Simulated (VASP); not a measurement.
# W (Fm-3m) in VASP: a series of runs

Runs on W. Level: LDA. Tasks: single point.

All numbers are computed with VASP 6.6.1; they aren't measurements. Logs are shortened: lines on timing, memory, paths and dates and some standing lists are left out, and cuts for length are marked.

## 1. The cell of the first run

Symmetry: Fm-3m, No. 225, cubic system. Conventional cell: a = 4.060 Å, b = 4.060 Å, c = 4.060 Å, α = 90.00°, β = 90.00°, γ = 90.00°. Within 3.8 Å of W (site symmetry m-3m) lie 12 W at 2.87 Å.

## 2. Single point, LDA, collinear spin, zero start

File INCAR:

```
SYSTEM = W
PREC = Accurate
ENCUT = 520
EDIFF = 1E-7
ISMEAR = -1
SIGMA = 0.08
LREAL = .FALSE.
LASPH = .TRUE.
NELM = 150
ALGO = Normal
ISIF = 2
LWAVE = .FALSE.
LCHARG = .FALSE.
ISPIN = 2
MAGMOM = 0
LORBIT = 11
NUPDOWN = 0.0
LMAXMIX = 4
GGA = CA
NBANDS = 17
```

File KPOINTS:

```
regular mesh
0
G
  12 12 12
  0 0 0
```

File POSCAR:

```
W
1.0
    0.0000000000      2.0300000000      2.0300000000
    2.0300000000      0.0000000000      2.0300000000
    2.0300000000      2.0300000000      0.0000000000
W
1
Direct
    0.0000000000      0.0000000000      0.0000000000
```

Potentials or basis: VASP PAW LDA potentials, release 64 (W_sv).

Run with:

```sh
$ cat potpaw_LDA.64/W_sv/POTCAR > POTCAR
$ mpirun -np 1 vasp_std > vasp.out
```

OUTCAR:

```text
SYSTEM = W
   PREC = Accurate
   ENCUT = 520
   EDIFF = 1E-7
   ISMEAR = -1
   LREAL = .FALSE.
   LASPH = .TRUE.
   NELM = 150
   ISIF = 2
   ISPIN = 2
   LORBIT = 11
   NUPDOWN = 0.0
   GGA = CA

 ion  position               nearest neighbor table
   1  0.000  0.000  0.000-

  LATTYP: Found a face centered cubic cell.
 ALAT       =     4.0600000000

  Lattice vectors:

 A1 = (   0.0000000000,   2.0300000000,   2.0300000000)
 A2 = (   2.0300000000,   0.0000000000,   2.0300000000)
 A3 = (   2.0300000000,   2.0300000000,   0.0000000000)

Analysis of symmetry for initial positions (statically):
=====================================================================
 Subroutine PRICEL returns:
 Original cell was already a primitive cell.

 Routine SETGRP: Setting up the symmetry group for a
 face centered cubic supercell.

 Subroutine GETGRP returns: Found 48 space group operations
 (whereof 48 operations were pure point group operations)
 out of a pool of 48 trial point group operations.

The static configuration has the point symmetry O_h .

Analysis of symmetry for dynamics (positions and initial velocities):
=====================================================================
 Subroutine PRICEL returns:
 Original cell was already a primitive cell.

 Routine SETGRP: Setting up the symmetry group for a
 face centered cubic supercell.

 Subroutine GETGRP returns: Found 48 space group operations
 (whereof 48 operations were pure point group operations)
 out of a pool of 48 trial point group operations.

The dynamic configuration has the point symmetry O_h .

Analysis of structural, dynamic, and magnetic symmetry:
=====================================================================
 Subroutine PRICEL returns:
 Original cell was already a primitive cell.

 Routine SETGRP: Setting up the symmetry group for a
 face centered cubic supercell.

 Subroutine GETGRP returns: Found 48 space group operations
 (whereof 48 operations were pure point group operations)
 out of a pool of 48 trial point group operations.

The overall configuration has the point symmetry O_h .

 Subroutine INISYM returns: Found 48 space group operations
 (whereof 48 operations are pure point group operations),
 and found     1 'primitive' translations

----------------------------------------------------------------------------------------

                                     Primitive cell

  volume of cell :      16.7309

  direct lattice vectors                    reciprocal lattice vectors
     0.000000000  2.030000000  2.030000000    -0.246305419  0.246305419  0.246305419
     2.030000000  0.000000000  2.030000000     0.246305419 -0.246305419  0.246305419
     2.030000000  2.030000000  0.000000000     0.246305419  0.246305419 -0.246305419

  length of vectors
     2.870853532  2.870853532  2.870853532     0.426613499  0.426613499  0.426613499

  position of ions in fractional coordinates (direct lattice)
     0.000000000  0.000000000  0.000000000

  ion indices of the primitive-cell ions
   primitive index   ion index
                 1           1

----------------------------------------------------------------------------------------

 KPOINTS: regular mesh

Automatic generation of k-mesh.
 Grid dimensions read from file:
 generate k-points for:   12   12   12

 Generating k-lattice:

  Cartesian coordinates                     Fractional coordinates (reciprocal lattice)
    -0.020525452  0.020525452  0.020525452     0.083333333  0.000000000  0.000000000
     0.020525452 -0.020525452  0.020525452     0.000000000  0.083333333  0.000000000
     0.020525452  0.020525452 -0.020525452     0.000000000  0.000000000  0.083333333

  Length of vectors
     0.035551125  0.035551125  0.035551125

  Shift w.r.t. Gamma in fractional coordinates (k-lattice)
     0.000000000  0.000000000  0.000000000

 Subroutine IBZKPT returns following result:
 ===========================================

 Found     72 irreducible k-points:

 Following reciprocal coordinates:
            Coordinates               Weight
  0.000000  0.000000  0.000000      1.000000
  0.083333  0.000000  0.000000      8.000000
  0.166667  0.000000  0.000000      8.000000
  0.250000  0.000000  0.000000      8.000000
  0.333333  0.000000  0.000000      8.000000
  0.416667  0.000000  0.000000      8.000000
[... 16 lines left out ...]
  0.500000  0.166667  0.000000     24.000000
 -0.416667  0.166667  0.000000     24.000000
 [... further k-points ...]
   k-points           NKPTS =     72   k-points in BZ     NKDIM =     72   number of bands    NBANDS=     17
   number of dos      NEDOS =    301   number of ions     NIONS =      1
   total plane-waves  NPLWV =  13824
   dimension x,y,z NGX =    24 NGY =   24 NGZ =   24
   dimension x,y,z NGXF=    48 NGYF=   48 NGZF=   48
   ions per type =               1
   NGX,Y,Z   is equivalent  to a cutoff of  13.90, 13.90, 13.90 a.u.
   NGXF,Y,Z  is equivalent  to a cutoff of  27.80, 27.80, 27.80 a.u.
 SYSTEM =  W
   PREC   = accura    normal or accurate (medium, high low for compatibility)
   ISTART =      0    job   : 0-new  1-cont  2-samecut
   ICHARG =      2    charge: 1-file 2-atom 10-const
   ISPIN  =      2    spin polarized calculation?
   LNONCOLLINEAR =      F non collinear calculations
   LSORBIT =      F    spin-orbit coupling
   LASPH  =      T    aspherical Exc in radial PAW
   ENCUT  =  520.0 eV  38.22 Ry    6.18 a.u.   5.34  5.34  5.34*2*pi/ulx,y,z
   NELM   =    150;   NELMIN=  2; NELMDL= -5     # of ELM steps
   EDIFF  = 0.1E-06   stopping-criterion for ELM
   LREAL  =      F    real-space projection
   EDIFFG = 0.1E-05   stopping-criterion for IOM
   NSW    =      0    number of steps for IOM
   IBRION =     -1    ionic relax: 0-MD 1-quasi-New 2-CG
   NFREE  =      0    steps in history (QN), initial steepest desc. (CG)
   ISIF   =      2    stress and relaxation
   ISYM   =      2    0-nonsym 1-usesym 2-fastsym
   POTIM  = 0.5000    time-step for ionic-motion
   TEBEG  =    0.0;   TEEND  =   0.0 temperature during run
   PSTRESS=    0.0 pullay stress
   NELECT =      14.0000    total number of electrons
   NUPDOWN=       0.0000    fix difference up-down
   EMIN   =  10.00;   EMAX   =-10.00  energy-range for DOS
   EFERMI =   0.00;   METHOD = LEGACY
   ISMEAR =    -1;   SIGMA  =   0.08  broadening in eV -4-tet -1-fermi 0-gaus
   EFERMI_NEDOS =   21; number of points for ismear=-14 and -15
   IALGO  =     38    algorithm
   IMIX   =      4    mixing-type and parameters
     AMIX     =   0.40;   BMIX     =  1.00
     AMIX_MAG =   1.60;   BMIX_MAG =  1.00
  volume/ion in A,a.u.               =      16.73       112.91
  Fermi-wavevector in a.u.,A,eV,Ry     =   1.542688  2.915258 32.380324  2.379887
  Thomas-Fermi vector in A             =   2.648457
   LORBIT       =     11    0 simple, 1 ext, 2 COOP (PROOUT), +10 PAW based schemes
   GGA     = CA    functional components
   LHFCALC =     F    Hartree Fock is set to
   AEXX    =    0.0000 exact exchange contribution
   IVDW    =     0    specifies the selected vdW correction
   LEPSILON=     F    determine dielectric tensor
   LRPA    =     F    only Hartree local field effects (RPA)
 spin polarized calculation
  energy-cutoff  :      520.00
  volume of cell :       16.73
 maximum number of plane-waves:       464
 NGX is ok and might be reduce to    24
   NGX = 11   NGY = 11   NGZ = 11

 number of electron      14.0000002 magnetization      -0.0000000

 number of electron      14.0000002 magnetization       0.0000000

 Free energy of the ion-electron system (eV)
  ---------------------------------------------------
  ext. energy  EPLUGINS =         0.00000000
  ---------------------------------------------------
  free energy    TOTEN  =       -13.57520403 eV

  energy without entropy =      -13.54741772  energy(sigma->0) =      -13.56131087

 E-fermi :  10.1114     XC(G=0): -13.5169

 val. band max:       10.1078027044   @ k =   0.5000   0.1667   0.0833
 cond. band min:      10.1447238675   @ k =   0.4167   0.0000   0.0000
 fundamental gap:      0.0369211631
 Fermi energy:        10.1113740661

 spin component 1

 k-point     1 :       0.0000    0.0000    0.0000
  band No.  band energies     occupation
      1     -63.1593      1.00000
      2     -27.0618      1.00000
      3     -27.0618      1.00000
      4     -27.0618      1.00000
      5       1.2842      1.00000
      6       9.5318      0.99929
[... 9 lines left out ...]
     16      43.6848      0.00000
     17      43.6848      0.00000

 k-point     2 :       0.0833    0.0000    0.0000
  band No.  band energies     occupation
      1     -63.1526      1.00000
      2     -27.1399      1.00000
      3     -27.0718      1.00000
      4     -27.0718      1.00000
      5       1.5815      1.00000
      6       9.3138      0.99995
[... 9 lines left out ...]
     16      40.6801      0.00000
     17      41.9541      0.00000
[... 421 lines left out ...]
 k-point    24 :      -0.4167    0.1667    0.0000
  band No.  band energies     occupation
      1     -63.0489      1.00000
      2     -28.0560      1.00000
      3     -27.4121      1.00000
      4     -27.2500      1.00000
      5       5.6021      1.00000
      6       8.1930      1.00000
[... 9 lines left out ...]
     16      38.0280      0.00000
     17      40.8735      0.00000

 [... further k-points ...]

 spin component 2

 k-point     1 :       0.0000    0.0000    0.0000
  band No.  band energies     occupation
      1     -63.1593      1.00000
      2     -27.0618      1.00000
      3     -27.0618      1.00000
      4     -27.0618      1.00000
      5       1.2842      1.00000
      6       9.5318      0.99929
[... 9 lines left out ...]
     16      43.6848      0.00000
     17      43.6848      0.00000

 k-point     2 :       0.0833    0.0000    0.0000
  band No.  band energies     occupation
      1     -63.1526      1.00000
      2     -27.1399      1.00000
      3     -27.0718      1.00000
      4     -27.0718      1.00000
      5       1.5815      1.00000
      6       9.3138      0.99995
[... 9 lines left out ...]
     16      40.6801      0.00000
     17      41.9541      0.00000
[... 421 lines left out ...]
 k-point    24 :      -0.4167    0.1667    0.0000
  band No.  band energies     occupation
      1     -63.0489      1.00000
      2     -28.0560      1.00000
      3     -27.4121      1.00000
      4     -27.2500      1.00000
      5       5.6021      1.00000
      6       8.1930      1.00000
[... 9 lines left out ...]
     16      38.0280      0.00000
     17      40.8735      0.00000

 [... further k-points ...]
[... 5 lines left out ...]
  --------------------------------------------------------------------------------------
  -------------------------------------------------------------------------------------
  Total       -1.7522279     -1.7522279     -1.7522279      0.0000000      0.0000000      0.0000000
  in kB     -167.7965605   -167.7965605   -167.7965605      0.0000000      0.0000000      0.0000000
  external PRESSURE =    -167.7965605 kB  Pullay stress =       0.0000000 kB

 VOLUME and BASIS-vectors are now :
 -----------------------------------------------------------------------------
  energy-cutoff  :      520.00
  volume of cell :       16.73
      direct lattice vectors                 reciprocal lattice vectors
     0.000000000  2.030000000  2.030000000    -0.246305419  0.246305419  0.246305419
     2.030000000  0.000000000  2.030000000     0.246305419 -0.246305419  0.246305419
     2.030000000  2.030000000  0.000000000     0.246305419  0.246305419 -0.246305419

 POSITION                                       TOTAL-FORCE (eV/Angst)
 -----------------------------------------------------------------------------------
      0.00000      0.00000      0.00000        -0.000000     -0.000000     -0.000000
 -----------------------------------------------------------------------------------
    total drift:                                0.000000      0.000000      0.000000

  FREE ENERGIE OF THE ION-ELECTRON SYSTEM (eV)
  ---------------------------------------------------
  free  energy   TOTEN  =       -13.5752040256 eV

  energy  without entropy=      -13.5474177224  energy(sigma->0) =      -13.56131087

 total charge

# of ion       s       p       d       tot
------------------------------------------
    1        2.402   6.288   3.332  12.022

 magnetization (x)

# of ion       s       p       d       tot
------------------------------------------
    1        0.000   0.000   0.000   0.000
```

Wall time 20 s (1 thread of Intel Xeon Platinum 8488C (Sapphire Rapids), shared host); peak memory 0.15 GiB.

What came out:

```
Free energy                                           : -13.5752 eV
Pressure                                              : -16.8 GPa
Net moment                                            : 0.00 μB per cell
Valence electrons inside the program's atomic spheres : W 12.02
```

Caveat: spin-orbit coupling is left out, which moves the levels of the heavy elements; the total moment is fixed, so each spin has its own Fermi level.

## 3. Single point, LDA, collinear spin, ferromagnetic start

File INCAR:

```
PREC = Accurate
ENCUT = 520
EDIFF = 1E-6
ISMEAR = -1
SIGMA = 0.08
LREAL = F
LASPH = T
NELM = 150
ALGO = Normal
ISIF = 2
LWAVE = F
LCHARG = F
ISPIN = 2
MAGMOM = 1
LORBIT = 11
LMAXMIX = 4
NBANDS = 17
```

File KPOINTS:

```
Automatic mesh
0
Gamma
  12 12 12
```

POSCAR is that of step 2.

Potentials or basis: VASP PAW LDA potentials, release 64 (W_sv).

Run with:

```sh
$ cat potpaw_LDA.64/W_sv/POTCAR > POTCAR
$ mpirun -np 1 vasp_std > vasp.out
```

It took 24 s on 1 thread of Intel Xeon Platinum 8488C (Sapphire Rapids), shared host; peak memory 0.16 GiB.

It converged, with:

```yaml
Free_energy: -13.5752 eV
Pressure: -16.8 GPa
Band_gap_on_the_k_mesh: zero (filled and empty bands overlap)
Net_moment: 0.00 μB per cell
Valence_electrons_inside_the_program's_atomic_spheres: W 12.02
```

Levels at points of the mesh, in eV from the Fermi level:
Spin up:
```tsv
k point	band 4	band 5	band 6	band 7	band 8	band 9	band 10	band 11
(0.00, 0.00, 0.00)	-37.17	-8.83	-0.58	-0.58	-0.58	2.42	2.42	12.83
(0.50, 0.00, 0.00)	-37.32	-5.49	-0.81	-0.81	0.71	4.86	4.86	9.98
(0.50, 0.50, 0.00)	-37.57	-5.37	-4.42	3.06	4.80	5.58	5.58	11.62
```
Spin down:
```csv
k point,band 4,band 5,band 6,band 7,band 8,band 9,band 10,band 11
"(0.00, 0.00, 0.00)",-37.17,-8.83,-0.58,-0.58,-0.58,2.42,2.42,12.83
"(0.50, 0.00, 0.00)",-37.32,-5.49,-0.81,-0.81,0.71,4.86,4.86,9.98
"(0.50, 0.50, 0.00)",-37.57,-5.37,-4.42,3.06,4.80,5.58,5.58,11.62
```

Caveat: spin-orbit coupling is left out, which moves the levels of the heavy elements.

## 4. Single point, LDA, collinear spin, ferromagnetic start

File INCAR:

```
ALGO     = Normal         # electronic algorithm
EDIFF    = 1E-6           # SCF threshold, eV
ENCUT    = 520            # plane-wave cutoff, eV
GGA      = CA             # functional
ISIF     = 2              # what is computed and relaxed
ISMEAR   = -1             # smearing method
ISPIN    = 2              # spin polarisation
LASPH    = True           # aspherical terms in the spheres
LCHARG   = False          # write CHGCAR
LMAXMIX  = 4              # l up to which the mixer works
LORBIT   = 11             # projections on sites
LREAL    = False          # projectors in reciprocal space
LWAVE    = False          # write WAVECAR
MAGMOM   = 1              # initial moments
NBANDS   = 17             # bands
NELM     = 150            # most SCF steps
PREC     = Accurate       # precision mode
SIGMA    = 0.08           # smearing width, eV
```

File KPOINTS:

```
k-points
0
Gamma
  12 12 12
```

POSCAR is that of step 3.

Run with:

```sh
$ cat potpaw_LDA.64/W_sv/POTCAR > POTCAR
$ mpirun -np 1 vasp_std > vasp.out
```

Run time: 29 s. Hardware: 1 thread of Intel Xeon Platinum 8488C (Sapphire Rapids), shared host; peak memory 0.16 GiB.

The run converged. Its results:

```yaml
Free_energy: -13.5752 eV
Pressure: -16.8 GPa
Band_gap_on_the_k_mesh: zero (filled and empty bands overlap)
Net_moment: 0.00 μB per cell
Valence_electrons_inside_the_program's_atomic_spheres: W 12.02
```

Levels at points of the mesh, in eV from the Fermi level:
Spin up:
```
           k point  band 5  band 6  band 7  band 8  band 9  band 10
(0.00, 0.00, 0.00)   -8.83   -0.58   -0.58   -0.58    2.42     2.42
(0.50, 0.00, 0.00)   -5.49   -0.81   -0.81    0.71    4.86     4.86
(0.50, 0.50, 0.00)   -5.37   -4.42    3.06    4.80    5.58     5.58
```
Spin down:
```tsv
k point	band 3	band 4	band 5	band 6	band 7	band 8	band 9	band 10	band 11	band 12
(0.00, 0.00, 0.00)	-37.17	-37.17	-8.83	-0.58	-0.58	-0.58	2.42	2.42	12.83	17.88
(0.50, 0.00, 0.00)	-37.32	-37.32	-5.49	-0.81	-0.81	0.71	4.86	4.86	9.98	12.46
(0.50, 0.50, 0.00)	-37.57	-37.57	-5.37	-4.42	3.06	4.80	5.58	5.58	11.62	11.62
```

Caveat: spin-orbit coupling is left out, which moves the levels of the heavy elements.
